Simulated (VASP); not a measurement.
# Ge6S in VASP: further runs

The runs below take Ge6S through single point, with PBE.

Program: VASP 6.6.1. These are calculated values, not measurements. Logs are shortened: lines on timing, memory, paths and dates and some standing lists are left out, and cuts for length are marked.

## (1) The cell of the first run

The cell holds a slab with vacuum, 7 atoms: a = 4.074 Å, b = 5.762 Å, c = 19.524 Å, α = 90.00°, β = 90.00°, γ = 90.00°.

## (2) Single point, PBE

File INCAR:

```
PREC = Accurate
ENCUT = 520
EDIFF = 1E-7
ISMEAR = 0
SIGMA = 0.1
LREAL = False
LASPH = True
NELM = 100
ALGO = Normal
ISIF = 2
LWAVE = False
LCHARG = False
LDIPOL = True
IDIPOL = 3
DIPOL = 0.5 0.5 0.339
GGA = PE
NBANDS = 54
```

File KPOINTS:

```
regular mesh
0
Gamma
  7 5 1
```

File POSCAR:

```
Ge6S
1.0
    4.0740542126      0.0000000000      0.0000000000
    0.0000000000      5.7615827213      0.0000000000
    0.0000000000      0.0000000000     19.5242196736
Ge S
6 1
Direct
    0.5000000000      0.0000000000      0.2048737449
    0.0000000000      0.2500000000      0.2048737449
    0.0000000000      0.5005156572      0.3087424246
    0.5000000000      0.7494843428      0.3087424246
    0.5000000000      0.0069199665      0.4109879835
    0.0000000000      0.2430800335      0.4109879835
    0.5000000000      0.0069199665      0.5223977102
```

Potentials or basis: VASP PAW PBE potentials, release 64 (Ge_d, S).

Command:

```
$ cat potpaw_PBE.64/Ge_d/POTCAR potpaw_PBE.64/S/POTCAR > POTCAR
$ mpirun -np 1 vasp_std > vasp.out
```

OUTCAR:

```text
PREC = Accurate
   ENCUT = 520
   EDIFF = 1E-7
   ISMEAR = 0
   LREAL = False
   LASPH = True
   NELM = 100
   ISIF = 2
   GGA = PE

 ion  position               nearest neighbor table
   1  0.500  0.000  0.205-   4 2.49   2 2.49   2 2.49
   2  0.000  0.250  0.205-   3 2.49   1 2.49   1 2.49
   3  0.000  0.501  0.309-   6 2.49   2 2.49   4 2.49   4 2.49
   4  0.500  0.749  0.309-   5 2.49   1 2.49   3 2.49   3 2.49
   5  0.500  0.007  0.411-   7 2.18   6 2.45   6 2.45   4 2.49
   6  0.000  0.243  0.411-   5 2.45   5 2.45   3 2.49
   7  0.500  0.007  0.522-   5 2.18

  LATTYP: Found a simple orthorhombic cell.
 ALAT       =     4.0740542126
 B/A-ratio  =     1.4142135624
 C/A-ratio  =     4.7923318284

  Lattice vectors:

 A1 = (   4.0740542126,   0.0000000000,   0.0000000000)
 A2 = (   0.0000000000,   5.7615827213,   0.0000000000)
 A3 = (   0.0000000000,   0.0000000000,  19.5242196736)

Analysis of symmetry for initial positions (statically):
=====================================================================
 Subroutine PRICEL returns:
 Original cell was already a primitive cell.

 Routine SETGRP: Setting up the symmetry group for a
 simple orthorhombic supercell.

 Subroutine GETGRP returns: Found  2 space group operations
 (whereof  2 operations were pure point group operations)
 out of a pool of  8 trial point group operations.

The static configuration has the point symmetry C_1h.

Analysis of symmetry for dynamics (positions and initial velocities):
=====================================================================
 Subroutine PRICEL returns:
 Original cell was already a primitive cell.

 Routine SETGRP: Setting up the symmetry group for a
 simple orthorhombic supercell.

 Subroutine GETGRP returns: Found  2 space group operations
 (whereof  2 operations were pure point group operations)
 out of a pool of  8 trial point group operations.

The dynamic configuration has the point symmetry C_1h.

 Subroutine INISYM returns: Found  2 space group operations
 (whereof  2 operations are pure point group operations),
 and found     1 'primitive' translations

----------------------------------------------------------------------------------------

                                     Primitive cell

  volume of cell :     458.2920

  direct lattice vectors                    reciprocal lattice vectors
     4.074054213  0.000000000  0.000000000     0.245455742  0.000000000  0.000000000
     0.000000000  5.761582721  0.000000000     0.000000000  0.173563420  0.000000000
     0.000000000  0.000000000 19.524219674     0.000000000  0.000000000  0.051218436

  length of vectors
     4.074054213  5.761582721 19.524219674     0.245455742  0.173563420  0.051218436

  position of ions in fractional coordinates (direct lattice)
     0.500000000  0.000000000  0.204873745
     0.000000000  0.250000000  0.204873745
     0.000000000  0.500515657  0.308742425
     0.500000000  0.749484343  0.308742425
     0.500000000  0.006919966  0.410987984
     0.000000000  0.243080034  0.410987984
     0.500000000  0.006919966  0.522397710

  ion indices of the primitive-cell ions
   primitive index   ion index
                 1           1
                 2           2
                 3           3
                 4           4
                 5           5
                 6           6
                 7           7

----------------------------------------------------------------------------------------

 KPOINTS: regular mesh

Automatic generation of k-mesh.
 Grid dimensions read from file:
 generate k-points for:    7    5    1

 Generating k-lattice:

  Cartesian coordinates                     Fractional coordinates (reciprocal lattice)
     0.035065106  0.000000000  0.000000000     0.142857143  0.000000000  0.000000000
     0.000000000  0.034712684  0.000000000     0.000000000  0.200000000  0.000000000
     0.000000000  0.000000000  0.051218436     0.000000000  0.000000000  1.000000000

  Length of vectors
     0.035065106  0.034712684  0.051218436

  Shift w.r.t. Gamma in fractional coordinates (k-lattice)
     0.000000000  0.000000000  0.000000000

 Subroutine IBZKPT returns following result:
 ===========================================

 Found     12 irreducible k-points:

 Following reciprocal coordinates:
            Coordinates               Weight
  0.000000  0.000000  0.000000      1.000000
  0.142857  0.000000  0.000000      2.000000
  0.285714  0.000000  0.000000      2.000000
  0.428571  0.000000  0.000000      2.000000
  0.000000  0.200000  0.000000      2.000000
  0.142857  0.200000  0.000000      4.000000
  0.285714  0.200000  0.000000      4.000000
  0.428571  0.200000  0.000000      4.000000
  0.000000  0.400000  0.000000      2.000000
  0.142857  0.400000  0.000000      4.000000
  0.285714  0.400000  0.000000      4.000000
  0.428571  0.400000  0.000000      4.000000
   k-points           NKPTS =     12   k-points in BZ     NKDIM =     12   number of bands    NBANDS=     54
   number of dos      NEDOS =    301   number of ions     NIONS =      7
   total plane-waves  NPLWV = 216000
   dimension x,y,z NGX =    30 NGY =   48 NGZ =  150
   dimension x,y,z NGXF=    60 NGYF=   96 NGZF=  300
   ions per type =               6   1
   NGX,Y,Z   is equivalent  to a cutoff of  12.24, 13.85, 12.77 a.u.
   NGXF,Y,Z  is equivalent  to a cutoff of  24.48, 27.70, 25.54 a.u.
 SYSTEM =  unknown system
   PREC   = accura    normal or accurate (medium, high low for compatibility)
   ISTART =      0    job   : 0-new  1-cont  2-samecut
   ICHARG =      2    charge: 1-file 2-atom 10-const
   ISPIN  =      1    spin polarized calculation?
   LNONCOLLINEAR =      F non collinear calculations
   LSORBIT =      F    spin-orbit coupling
   LASPH  =      T    aspherical Exc in radial PAW
   ENCUT  =  520.0 eV  38.22 Ry    6.18 a.u.   7.58 10.71 36.30*2*pi/ulx,y,z
   NELM   =    100;   NELMIN=  2; NELMDL= -5     # of ELM steps
   EDIFF  = 0.1E-06   stopping-criterion for ELM
   LREAL  =      F    real-space projection
   EDIFFG = 0.1E-05   stopping-criterion for IOM
   NSW    =      0    number of steps for IOM
   IBRION =     -1    ionic relax: 0-MD 1-quasi-New 2-CG
   NFREE  =      0    steps in history (QN), initial steepest desc. (CG)
   ISIF   =      2    stress and relaxation
   ISYM   =      2    0-nonsym 1-usesym 2-fastsym
   POTIM  = 0.5000    time-step for ionic-motion
   TEBEG  =    0.0;   TEEND  =   0.0 temperature during run
   PSTRESS=    0.0 pullay stress
   NELECT =      90.0000    total number of electrons
   NUPDOWN=      -1.0000    fix difference up-down
   EMIN   =  10.00;   EMAX   =-10.00  energy-range for DOS
   EFERMI =   0.00;   METHOD = LEGACY
   ISMEAR =     0;   SIGMA  =   0.10  broadening in eV -4-tet -1-fermi 0-gaus
   EFERMI_NEDOS =   21; number of points for ismear=-14 and -15
   IALGO  =     38    algorithm
   IMIX   =      4    mixing-type and parameters
     AMIX     =   0.40;   BMIX     =  1.00
     AMIX_MAG =   1.60;   BMIX_MAG =  1.00
  volume/ion in A,a.u.               =      65.47       441.82
  Fermi-wavevector in a.u.,A,eV,Ry     =   0.951572  1.798210 12.319925  0.905489
  Thomas-Fermi vector in A             =   2.080054
   LORBIT       =      0    0 simple, 1 ext, 2 COOP (PROOUT), +10 PAW based schemes
   GGA     = PE    functional components
   LHFCALC =     F    Hartree Fock is set to
   AEXX    =    0.0000 exact exchange contribution
   IVDW    =     0    specifies the selected vdW correction
   LEPSILON=     F    determine dielectric tensor
   LRPA    =     F    only Hartree local field effects (RPA)
 non-spin polarized calculation
 Gauss-broadening in eV      SIGMA  =   0.10
  energy-cutoff  :      520.00
  volume of cell :      458.29
 maximum number of plane-waves:     12387
   NGX = 15   NGY = 21   NGZ = 73

 dipolmoment           0.000000      0.000000     -0.000005 electrons x Angstroem

 number of electron      89.9999934 magnetization

 dipolmoment           0.000000      0.000000      0.212312 electrons x Angstroem

 Free energy of the ion-electron system (eV)
  ---------------------------------------------------
  ext. energy  EPLUGINS =         0.00000000
  ---------------------------------------------------
  free energy    TOTEN  =       -27.85500779 eV

  energy without entropy =      -27.82269085  energy(sigma->0) =      -27.83884932

 E-fermi :  -2.0015     XC(G=0):  -4.2933

 val. band max:       -2.0294881039   @ k =   0.4286   0.2000   0.0000
 cond. band min:      -1.9929935214   @ k =   0.2857   0.0000   0.0000
 fundamental gap:      0.0364945825
 Fermi energy:        -2.0015468469

 k-point     1 :       0.0000    0.0000    0.0000
  band No.  band energies     occupation
      1     -26.6179      2.00000
      2     -26.6171      2.00000
      3     -26.5614      2.00000
      4     -26.5521      2.00000
      5     -26.5428      2.00000
      6     -26.5296      2.00000
[... 46 lines left out ...]
     53       2.0902      0.00000
     54       2.4132      0.00000

 k-point     2 :       0.1429    0.0000    0.0000
  band No.  band energies     occupation
      1     -26.6299      2.00000
      2     -26.6123      2.00000
      3     -26.5619      2.00000
      4     -26.5547      2.00000
      5     -26.5386      2.00000
      6     -26.5237      2.00000
[... 46 lines left out ...]
     53       1.7649      0.00000
     54       2.2669      0.00000
[... 511 lines left out ...]
     53       2.9608      0.00000
     54       3.3774      0.00000

 k-point    12 :       0.4286    0.4000    0.0000
  band No.  band energies     occupation
      1     -26.6459      2.00000
      2     -26.6077      2.00000
      3     -26.5746      2.00000
      4     -26.5560      2.00000
      5     -26.5192      2.00000
      6     -26.5134      2.00000
[... 46 lines left out ...]
     53       3.0643      0.00000
     54       3.3931      0.00000

------------------------ aborting loop because EDIFF is reached ----------------------------------------

 vacuum level on the upper side and lower side of the slab       (xc-potential included)         0.719        -0.860

  FORCE on cell =-STRESS in cart. coord.  units (eV):
  Direction    XX          YY          ZZ          XY          YZ          ZX
  --------------------------------------------------------------------------------------
  -------------------------------------------------------------------------------------
  Total        0.9389410      1.5862122      0.1572643      0.0000000      0.1141234      0.0000000
  in kB        3.2825141      5.5453579      0.5497922      0.0000000      0.3989726      0.0000000
  external PRESSURE =       3.1258880 kB  Pullay stress =       0.0000000 kB

 VOLUME and BASIS-vectors are now :
 -----------------------------------------------------------------------------
  energy-cutoff  :      520.00
  volume of cell :      458.29
      direct lattice vectors                 reciprocal lattice vectors
     4.074054213  0.000000000  0.000000000     0.245455742  0.000000000  0.000000000
     0.000000000  5.761582721  0.000000000     0.000000000  0.173563420  0.000000000
     0.000000000  0.000000000 19.524219674     0.000000000  0.000000000  0.051218436

 POSITION                                       TOTAL-FORCE (eV/Angst)
 -----------------------------------------------------------------------------------
      2.03703      0.00000      4.00000         0.000000      0.085768     -0.153362
      0.00000      1.44040      4.00000         0.000000     -0.270513      0.310115
      0.00000      2.88376      6.02795         0.000000      0.066992     -0.042969
      2.03703      4.31822      6.02795         0.000000     -0.073415     -0.424369
      2.03703      0.03987      8.02422         0.000000      0.173706      0.670990
      0.00000      1.40053      8.02422         0.000000      0.312748     -0.310833
      2.03703      0.03987     10.19941         0.000000     -0.295286     -0.049571
 -----------------------------------------------------------------------------------
    total drift:                                0.000000     -0.000019     -0.002051

  FREE ENERGIE OF THE ION-ELECTRON SYSTEM (eV)
  ---------------------------------------------------
  free  energy   TOTEN  =       -27.8550077930 eV

  energy  without entropy=      -27.8226908525  energy(sigma->0) =      -27.83884932

 vacuum level on the upper side and lower side of the slab         4.123         2.486
```

Run time: 14 min. Hardware: 1 thread of Intel Xeon 6975P-C, shared host; peak memory 0.63 GiB.

Results:

```
Free energy            : -27.8550 eV
Largest force          : 0.693 eV/Å
Band gap on the k mesh : zero (band 45 reaches -1.50 eV, above the bottom of band 46 at -2.09 eV)
```

Forces on the atoms (eV/Å):
```
Ge   0.000  0.086 -0.153
Ge   0.000 -0.271  0.310
Ge   0.000  0.067 -0.043
Ge   0.000 -0.073 -0.424
Ge   0.000  0.174  0.671
Ge   0.000  0.313 -0.311
S    0.000 -0.295 -0.050
```

Levels at points of the mesh, in eV from the Fermi level:
| k point | band 43 | band 44 | band 45 | band 46 | band 47 | band 48 |
| --- | --- | --- | --- | --- | --- | --- |
| (0.00, 0.00, 0.00) | -0.90 | -0.32 | 0.50 | 0.58 | 0.72 | 1.53 |

## (3) Single point, PBE

File INCAR:

```
PREC = Accurate
ENCUT = 520
EDIFF = 1E-6
ISMEAR = 0
SIGMA = 0.1
LREAL = F
LASPH = T
NELM = 100
ALGO = Normal
ISIF = 2
LWAVE = F
LCHARG = F
LDIPOL = T
IDIPOL = 3
DIPOL = 0.5 0.5 0.334
GGA = PE
NBANDS = 54
```

KPOINTS is that of step 2.

Edit POSCAR of step 2 so:

```diff
@@ -14,2 +14,2 @@
     0.0000000000      0.2430800335      0.4109879835
-    0.5000000000      0.0069199665      0.5223977102
+    0.5000000000      0.3402532998      0.4876002711
```

Potentials or basis: VASP PAW PBE potentials, release 64 (Ge_d, S).

Command:

```
$ cat potpaw_PBE.64/Ge_d/POTCAR potpaw_PBE.64/S/POTCAR > POTCAR
$ mpirun -np 1 vasp_std > vasp.out
```

Run time: 13 min. Hardware: 1 thread of Intel Xeon 6975P-C, shared host; peak memory 0.63 GiB.

It converged, with:

- Free energy: -27.6892 eV
- Largest force: 1.054 eV/Å
- Band gap on the k mesh: zero (band 45 reaches -1.66 eV, above the bottom of band 46 at -1.74 eV)

Forces in eV/Å, atoms in the order of the input:
```
Ge   0.000  0.224  0.168
Ge   0.000 -0.062 -0.227
Ge   0.000 -0.121 -0.238
Ge   0.000 -0.135 -0.519
Ge   0.000 -0.896  0.555
Ge   0.000  0.824  0.274
S    0.000  0.167 -0.013
```

Levels at points of the mesh, in eV from the Fermi level:
| k point | band 42 | band 43 | band 44 | band 45 | band 46 | band 47 | band 48 | band 49 |
| --- | --- | --- | --- | --- | --- | --- | --- | --- |
| (0.00, 0.00, 0.00) | -1.65 | -1.29 | -0.46 | -0.43 | 0.37 | 0.69 | 1.41 | 1.59 |

## (4) Single point, PBE

File INCAR:

```
SYSTEM = Ge6S
  ALGO = Normal
  DIPOL = 0.5 0.5 0.331
  EDIFF = 1E-7
  ENCUT = 520
  GGA = PE
  IDIPOL = 3
  ISIF = 2
  ISMEAR = 0
  LASPH = .TRUE.
  LCHARG = .TRUE.
  LDIPOL = .TRUE.
  LELF = .TRUE.
  LREAL = .FALSE.
  LVACPOTAV = .TRUE.
  LVHAR = .TRUE.
  LWAVE = .FALSE.
  NBANDS = 54
  NELM = 80
  PREC = Accurate
  SIGMA = 0.1
```

File KPOINTS:

```
k-points
0
G
  7 5 1
  0 0 0
```

Edit POSCAR of step 3 so:

```diff
@@ -14,2 +14,2 @@
     0.0000000000      0.2430800335      0.4109879835
-    0.5000000000      0.3402532998      0.4876002711
+    0.5000000000      0.6735866331      0.4656749919
```

Command:

```
$ cat potpaw_PBE.64/Ge_d/POTCAR potpaw_PBE.64/S/POTCAR > POTCAR
$ mpirun -np 1 vasp_std > vasp.out
```

Wall time 17 min (1 thread of Intel Xeon 6975P-C, shared host); peak memory 0.63 GiB.

The run converged. Its results:

```yaml
Free_energy: -28.3974 eV
Largest_force: 1.016 eV/Å
Band_gap_on_the_k_mesh: zero (band 45 reaches -1.78 eV, above the bottom of band 46 at -1.84 eV)
```

Forces in eV/Å, atoms in the order of the input:
```
Ge   0.000  0.372 -0.173
Ge   0.000 -0.304  0.016
Ge   0.000 -0.220  0.040
Ge   0.000 -0.306 -0.313
Ge   0.000 -0.573  0.512
Ge   0.000  1.014 -0.062
S    0.000  0.017 -0.020
```

Levels at points of the mesh, in eV from the Fermi level:
| k point | band 41 | band 42 | band 43 | band 44 | band 45 | band 46 | band 47 | band 48 | band 49 | band 50 |
| --- | --- | --- | --- | --- | --- | --- | --- | --- | --- | --- |
| (0.00, 0.00, 0.00) | -1.43 | -1.08 | -0.65 | -0.20 | -0.14 | 0.16 | 1.35 | 1.61 | 1.78 | 2.34 |

## (5) Single point, PBE

File INCAR:

```
PREC     = Accurate       # precision mode
ENCUT    = 520            # plane-wave cutoff, eV
EDIFF    = 1E-6           # SCF threshold, eV
ISMEAR   = 0              # smearing method
SIGMA    = 0.1            # smearing width, eV
LREAL    = False          # projectors in reciprocal space
LASPH    = True           # aspherical terms in the spheres
NELM     = 100            # most SCF steps
ALGO     = Normal         # electronic algorithm
ISIF     = 2              # what is computed and relaxed
LWAVE    = False          # write WAVECAR
LCHARG   = False          # write CHGCAR
LDIPOL   = True         
IDIPOL   = 3            
DIPOL    = 0.5 0.5 0.338
GGA      = PE             # functional
NBANDS   = 54             # bands
```

File KPOINTS:

```
Automatic mesh
0
Gamma
  7 5 1
```

Edit POSCAR of step 4 so:

```diff
@@ -14,2 +14,2 @@
     0.0000000000      0.2430800335      0.4109879835
-    0.5000000000      0.6735866331      0.4656749919
+    0.5000000000      0.1735866331      0.5164876397
```

Command:

```
$ cat potpaw_PBE.64/Ge_d/POTCAR potpaw_PBE.64/S/POTCAR > POTCAR
$ mpirun -np 1 vasp_std > vasp.out
```

Run time: 13 min. Hardware: 1 thread of Intel Xeon 6975P-C, shared host; peak memory 0.63 GiB.

The run converged. Its results:

* Free energy: -27.6387 eV
* Largest force: 0.323 eV/Å
* Band gap on the k mesh: zero (band 45 reaches -1.71 eV, above the bottom of band 46 at -2.00 eV)

Forces in eV/Å, atoms in the order of the input:
```
Ge   0.000  0.046 -0.156
Ge   0.000 -0.159  0.148
Ge   0.000  0.000 -0.089
Ge   0.000 -0.128 -0.195
Ge   0.000  0.184  0.266
Ge   0.000  0.195  0.032
S    0.000 -0.138 -0.007
```

Levels at points of the mesh, in eV from the Fermi level:
```csv
k point,band 42,band 43,band 44,band 45,band 46,band 47,band 48,band 49
"(0.00, 0.00, 0.00)",-1.18,-0.89,-0.34,0.13,0.53,0.54,1.61,2.20
```

## (6) Single point, PBE

File INCAR:

```
ALGO     = Normal         # electronic algorithm
DIPOL    = 0.5 0.5 0.328
EDIFF    = 1E-7           # SCF threshold, eV
ENCUT    = 520            # plane-wave cutoff, eV
GGA      = PE             # functional
IDIPOL   = 3            
ISIF     = 2              # what is computed and relaxed
ISMEAR   = 0              # smearing method
LASPH    = T              # aspherical terms in the spheres
LCHARG   = F              # write CHGCAR
LDIPOL   = T            
LREAL    = F              # projectors in reciprocal space
LWAVE    = F              # write WAVECAR
NBANDS   = 54             # bands
NELM     = 80             # most SCF steps
PREC     = Accurate       # precision mode
SIGMA    = 0.1            # smearing width, eV
```

File KPOINTS:

```
k-points
0
Gamma
  7 5 1
```

Edit POSCAR of step 5 so:

```diff
@@ -14,2 +14,2 @@
     0.0000000000      0.2430800335      0.4109879835
-    0.5000000000      0.1735866331      0.5164876397
+    1.0000000000      0.6735866331      0.4482283552
```

Potentials or basis: VASP PAW PBE potentials, release 64 (Ge_d, S).

Command:

```
$ cat potpaw_PBE.64/Ge_d/POTCAR potpaw_PBE.64/S/POTCAR > POTCAR
$ mpirun -np 1 vasp_std > vasp.out
```

Run time: 7.1 min. Hardware: 1 thread of Intel Xeon 6975P-C (Granite Rapids), shared host; peak memory 0.6 GiB.

Results (log left out):

```
Free energy            : -28.1383 eV
Largest force          : 1.443 eV/Å
Band gap on the k mesh : zero (band 45 reaches -1.68 eV, above the bottom of band 46 at -1.78 eV)
```

Forces on the atoms (eV/Å):
```
Ge   0.000  0.414 -0.027
Ge   0.000 -0.657 -0.226
Ge   0.000  0.353 -0.020
Ge   0.000  0.198 -0.524
Ge   0.000 -1.062  0.268
Ge   0.000  1.343  0.528
S    0.000 -0.589  0.001
```

Levels at points of the mesh, in eV from the Fermi level:
```
           k point  band 43  band 44  band 45  band 46  band 47  band 48
(0.00, 0.00, 0.00)    -0.81    -0.34    -0.18    -0.14     1.11     1.40
```
